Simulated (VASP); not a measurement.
# K (Fm-3m) in VASP: notebook

Runs on K. Level: PBEsol. Tasks: single point.

All numbers are computed with VASP 6.6.1; they aren't measurements. Logs are shortened: lines on timing, memory, paths and dates and some standing lists are left out, and cuts for length are marked.

## 1. The cell of the first run

Symmetry: Fm-3m, No. 225, cubic system. The conventional cell has a = 6.794 Å, b = 6.794 Å, c = 6.794 Å, α = 90.00°, β = 90.00°, γ = 90.00°.

This isn't the form of K at room conditions, which is bcc.

## 2. Single point, PBEsol (strained)

File INCAR:

```
SYSTEM = K
ALGO     = Normal         ! electronic algorithm
EDIFF    = 1E-7           ! SCF threshold, eV
ENCUT    = 520            ! plane-wave cutoff, eV
GGA      = PS             ! functional
ISIF     = 2              ! what is computed and relaxed
ISMEAR   = 0              ! smearing method
LASPH    = .True.         ! aspherical terms in the spheres
LCHARG   = .True.         ! write CHGCAR
LELF     = .True.         ! ELF
LREAL    = .False.        ! projectors in reciprocal space
LVHAR    = .True.       
LWAVE    = .False.        ! write WAVECAR
NBANDS   = 10             ! bands
NELM     = 60             ! most SCF steps
PREC     = Accurate       ! precision mode
SIGMA    = 0.1            ! smearing width, eV
```

File KPOINTS:

```
k-points
0
Gamma
  12 12 12
  0 0 0
```

File POSCAR:

```
K
1.0
    0.0000000000      3.3971302209      3.3971302209
    3.3971302209      0.0000000000      3.3971302209
    3.3971302209      3.3971302209      0.0000000000
K
1
Direct
    0.0000000000      0.0000000000      0.0000000000
```

Potentials or basis: VASP PAW PBE potentials, release 64 (K_sv).

Launch:

```sh
cat potpaw_PBE.64/K_sv/POTCAR > POTCAR
mpirun -np 1 vasp_std > vasp.out
```

OUTCAR:

```text
SYSTEM = K
   EDIFF = 1E-7
   ENCUT = 520
   GGA = PS
   ISIF = 2
   ISMEAR = 0
   LASPH = .True.
   LREAL = .False.
   NELM = 60
   PREC = Accurate

 ion  position               nearest neighbor table
   1  0.000  0.000  0.000-

  LATTYP: Found a face centered cubic cell.
 ALAT       =     6.7942604418

  Lattice vectors:

 A1 = (   0.0000000000,   3.3971302209,   3.3971302209)
 A2 = (   3.3971302209,   0.0000000000,   3.3971302209)
 A3 = (   3.3971302209,   3.3971302209,   0.0000000000)

Analysis of symmetry for initial positions (statically):
=====================================================================
 Subroutine PRICEL returns:
 Original cell was already a primitive cell.

 Routine SETGRP: Setting up the symmetry group for a
 face centered cubic supercell.

 Subroutine GETGRP returns: Found 48 space group operations
 (whereof 48 operations were pure point group operations)
 out of a pool of 48 trial point group operations.

The static configuration has the point symmetry O_h .

Analysis of symmetry for dynamics (positions and initial velocities):
=====================================================================
 Subroutine PRICEL returns:
 Original cell was already a primitive cell.

 Routine SETGRP: Setting up the symmetry group for a
 face centered cubic supercell.

 Subroutine GETGRP returns: Found 48 space group operations
 (whereof 48 operations were pure point group operations)
 out of a pool of 48 trial point group operations.

The dynamic configuration has the point symmetry O_h .

 Subroutine INISYM returns: Found 48 space group operations
 (whereof 48 operations are pure point group operations),
 and found     1 'primitive' translations

----------------------------------------------------------------------------------------

                                     Primitive cell

  volume of cell :      78.4091

  direct lattice vectors                    reciprocal lattice vectors
     0.000000000  3.397130221  3.397130221    -0.147183054  0.147183054  0.147183054
     3.397130221  0.000000000  3.397130221     0.147183054 -0.147183054  0.147183054
     3.397130221  3.397130221  0.000000000     0.147183054  0.147183054 -0.147183054

  length of vectors
     4.804267632  4.804267632  4.804267632     0.254928527  0.254928527  0.254928527

  position of ions in fractional coordinates (direct lattice)
     0.000000000  0.000000000  0.000000000

  ion indices of the primitive-cell ions
   primitive index   ion index
                 1           1

----------------------------------------------------------------------------------------

 KPOINTS: k-points

Automatic generation of k-mesh.
 Grid dimensions read from file:
 generate k-points for:   12   12   12

 Generating k-lattice:

  Cartesian coordinates                     Fractional coordinates (reciprocal lattice)
    -0.012265254  0.012265254  0.012265254     0.083333333  0.000000000  0.000000000
     0.012265254 -0.012265254  0.012265254     0.000000000  0.083333333  0.000000000
     0.012265254  0.012265254 -0.012265254     0.000000000  0.000000000  0.083333333

  Length of vectors
     0.021244044  0.021244044  0.021244044

  Shift w.r.t. Gamma in fractional coordinates (k-lattice)
     0.000000000  0.000000000  0.000000000

 Subroutine IBZKPT returns following result:
 ===========================================

 Found     72 irreducible k-points:

 Following reciprocal coordinates:
            Coordinates               Weight
  0.000000  0.000000  0.000000      1.000000
  0.083333  0.000000  0.000000      8.000000
  0.166667  0.000000  0.000000      8.000000
  0.250000  0.000000  0.000000      8.000000
  0.333333  0.000000  0.000000      8.000000
  0.416667  0.000000  0.000000      8.000000
[... 16 lines left out ...]
  0.500000  0.166667  0.000000     24.000000
 -0.416667  0.166667  0.000000     24.000000
 [... further k-points ...]
   k-points           NKPTS =     72   k-points in BZ     NKDIM =     72   number of bands    NBANDS=     10
   number of dos      NEDOS =    301   number of ions     NIONS =      1
   total plane-waves  NPLWV =  46656
   dimension x,y,z NGX =    36 NGY =   36 NGZ =   36
   dimension x,y,z NGXF=    72 NGYF=   72 NGZF=   72
   ions per type =               1
   NGX,Y,Z   is equivalent  to a cutoff of  12.46, 12.46, 12.46 a.u.
   NGXF,Y,Z  is equivalent  to a cutoff of  24.91, 24.91, 24.91 a.u.
 SYSTEM =  K
   PREC   = accura    normal or accurate (medium, high low for compatibility)
   ISTART =      0    job   : 0-new  1-cont  2-samecut
   ICHARG =      2    charge: 1-file 2-atom 10-const
   ISPIN  =      1    spin polarized calculation?
   LNONCOLLINEAR =      F non collinear calculations
   LSORBIT =      F    spin-orbit coupling
   LASPH  =      T    aspherical Exc in radial PAW
   ENCUT  =  520.0 eV  38.22 Ry    6.18 a.u.   8.93  8.93  8.93*2*pi/ulx,y,z
   NELM   =     60;   NELMIN=  2; NELMDL= -5     # of ELM steps
   EDIFF  = 0.1E-06   stopping-criterion for ELM
   LREAL  =      F    real-space projection
   EDIFFG = 0.1E-05   stopping-criterion for IOM
   NSW    =      0    number of steps for IOM
   IBRION =     -1    ionic relax: 0-MD 1-quasi-New 2-CG
   NFREE  =      0    steps in history (QN), initial steepest desc. (CG)
   ISIF   =      2    stress and relaxation
   ISYM   =      2    0-nonsym 1-usesym 2-fastsym
   POTIM  = 0.5000    time-step for ionic-motion
   TEBEG  =    0.0;   TEEND  =   0.0 temperature during run
   PSTRESS=    0.0 pullay stress
   NELECT =       9.0000    total number of electrons
   NUPDOWN=      -1.0000    fix difference up-down
   EMIN   =  10.00;   EMAX   =-10.00  energy-range for DOS
   EFERMI =   0.00;   METHOD = LEGACY
   ISMEAR =     0;   SIGMA  =   0.10  broadening in eV -4-tet -1-fermi 0-gaus
   EFERMI_NEDOS =   21; number of points for ismear=-14 and -15
   IALGO  =     38    algorithm
   IMIX   =      4    mixing-type and parameters
     AMIX     =   0.40;   BMIX     =  1.00
     AMIX_MAG =   1.60;   BMIX_MAG =  1.00
  volume/ion in A,a.u.               =      78.41       529.13
  Fermi-wavevector in a.u.,A,eV,Ry     =   0.795610  1.503485  8.612420  0.632995
  Thomas-Fermi vector in A             =   1.901971
   LORBIT       =      0    0 simple, 1 ext, 2 COOP (PROOUT), +10 PAW based schemes
   GGA     = PS    functional components
   LHFCALC =     F    Hartree Fock is set to
   AEXX    =    0.0000 exact exchange contribution
   IVDW    =     0    specifies the selected vdW correction
   LEPSILON=     F    determine dielectric tensor
   LRPA    =     F    only Hartree local field effects (RPA)
 non-spin polarized calculation
 Gauss-broadening in eV      SIGMA  =   0.10
  energy-cutoff  :      520.00
  volume of cell :       78.41
 maximum number of plane-waves:      2148
   NGX = 17   NGY = 17   NGZ = 17

 number of electron       9.0000002 magnetization

 Free energy of the ion-electron system (eV)
  ---------------------------------------------------
  ext. energy  EPLUGINS =         0.00000000
  ---------------------------------------------------
  free energy    TOTEN  =        -1.12890156 eV

  energy without entropy =       -1.12500552  energy(sigma->0) =       -1.12695354

 E-fermi :  -0.3140     XC(G=0):  -5.5395

 val. band max:       -0.3704577451   @ k =   0.5000   0.2500   0.0833
 cond. band min:      -0.2966949902   @ k =  -0.4167   0.0833   0.0000
 fundamental gap:      0.0737627550
 Fermi energy:        -0.3139804360

 k-point     1 :       0.0000    0.0000    0.0000
  band No.  band energies     occupation
      1     -32.3311      2.00000
      2     -15.8454      2.00000
      3     -15.8454      2.00000
      4     -15.8454      2.00000
      5      -2.3671      2.00000
      6       3.8527      0.00000
      7       3.8527      0.00000
      8       3.8527      0.00000
      9       5.0659      0.00000
     10       5.0659      0.00000

 k-point     2 :       0.0833    0.0000    0.0000
  band No.  band energies     occupation
      1     -32.3309      2.00000
      2     -15.8491      2.00000
      3     -15.8459      2.00000
      4     -15.8459      2.00000
      5      -2.2896      2.00000
      6       3.6217      0.00000
      7       3.8825      0.00000
      8       3.8825      0.00000
      9       4.9913      0.00000
     10       4.9913      0.00000

 k-point     3 :       0.1667    0.0000    0.0000
  band No.  band energies     occupation
      1     -32.3304      2.00000
      2     -15.8589      2.00000
      3     -15.8473      2.00000
      4     -15.8473      2.00000
      5      -2.0599      2.00000
      6       3.0765      0.00000
      7       3.9329      0.00000
      8       3.9329      0.00000
      9       4.8770      0.00000
     10       4.8770      0.00000

 k-point     4 :       0.2500    0.0000    0.0000
  band No.  band energies     occupation
      1     -32.3297      2.00000
      2     -15.8723      2.00000
      3     -15.8492      2.00000
      4     -15.8492      2.00000
      5      -1.6871      2.00000
      6       2.3917      0.00000
      7       3.9028      0.00000
      8       3.9028      0.00000
      9       4.9323      0.00000
     10       4.9323      0.00000
[... 222 lines left out ...]
 k-point    22 :       0.4167    0.1667    0.0000
  band No.  band energies     occupation
      1     -32.3285      2.00000
      2     -15.8877      2.00000
      3     -15.8579      2.00000
      4     -15.8560      2.00000
      5      -0.7467      2.00000
      6       1.5370      0.00000
      7       3.0564      0.00000
      8       3.8281      0.00000
      9       4.6401      0.00000
     10       5.7647      0.00000

 k-point    23 :       0.5000    0.1667    0.0000
  band No.  band energies     occupation
      1     -32.3281      2.00000
      2     -15.8934      2.00000
      3     -15.8608      2.00000
      4     -15.8560      2.00000
      5      -0.1188      0.00579
      6       0.8164      0.00000
      7       2.9218      0.00000
      8       3.7801      0.00000
      9       4.7749      0.00000
     10       5.7722      0.00000

 k-point    24 :      -0.4167    0.1667    0.0000
  band No.  band energies     occupation
      1     -32.3281      2.00000
      2     -15.8939      2.00000
      3     -15.8625      2.00000
      4     -15.8550      2.00000
      5       0.1046      0.00000
      6       0.5838      0.00000
      7       2.8387      0.00000
      8       3.7881      0.00000
      9       4.9498      0.00000
     10       5.5422      0.00000

 [... further k-points ...]

------------------------ aborting loop because EDIFF is reached ----------------------------------------

  FORCE on cell =-STRESS in cart. coord.  units (eV):
  Direction    XX          YY          ZZ          XY          YZ          ZX
  --------------------------------------------------------------------------------------
  -------------------------------------------------------------------------------------
  Total       -0.1519218     -0.1519218     -0.1519218      0.0000000      0.0000000     -0.0000000
  in kB       -3.1043024     -3.1043024     -3.1043024      0.0000000      0.0000000     -0.0000000
  external PRESSURE =      -3.1043024 kB  Pullay stress =       0.0000000 kB

 VOLUME and BASIS-vectors are now :
 -----------------------------------------------------------------------------
  energy-cutoff  :      520.00
  volume of cell :       78.41
      direct lattice vectors                 reciprocal lattice vectors
     0.000000000  3.397130221  3.397130221    -0.147183054  0.147183054  0.147183054
     3.397130221  0.000000000  3.397130221     0.147183054 -0.147183054  0.147183054
     3.397130221  3.397130221  0.000000000     0.147183054  0.147183054 -0.147183054

 POSITION                                       TOTAL-FORCE (eV/Angst)
 -----------------------------------------------------------------------------------
      0.00000      0.00000      0.00000         0.000000      0.000000      0.000000
 -----------------------------------------------------------------------------------
    total drift:                               -0.000000     -0.000000     -0.000000

  FREE ENERGIE OF THE ION-ELECTRON SYSTEM (eV)
  ---------------------------------------------------
  free  energy   TOTEN  =        -1.1289015648 eV

  energy  without entropy=       -1.1250055155  energy(sigma->0) =       -1.12695354
```

It took 27 s on 1 thread of AMD EPYC 9R45 (Zen 5), shared host; peak memory 0.19 GiB.

What came out:

| Property | Result |
| --- | --- |
| Free energy | -1.1289 eV |
| Pressure | -0.3 GPa |
| Band gap on the k mesh | zero (an odd number of electrons rules out a gap without spin polarisation) |

Caveat: the cell differs from its parent crystal (strained); the PAW data sets were made with another functional, which shifts forces and pressure a little.

(Part 1 of 2 ends here.)
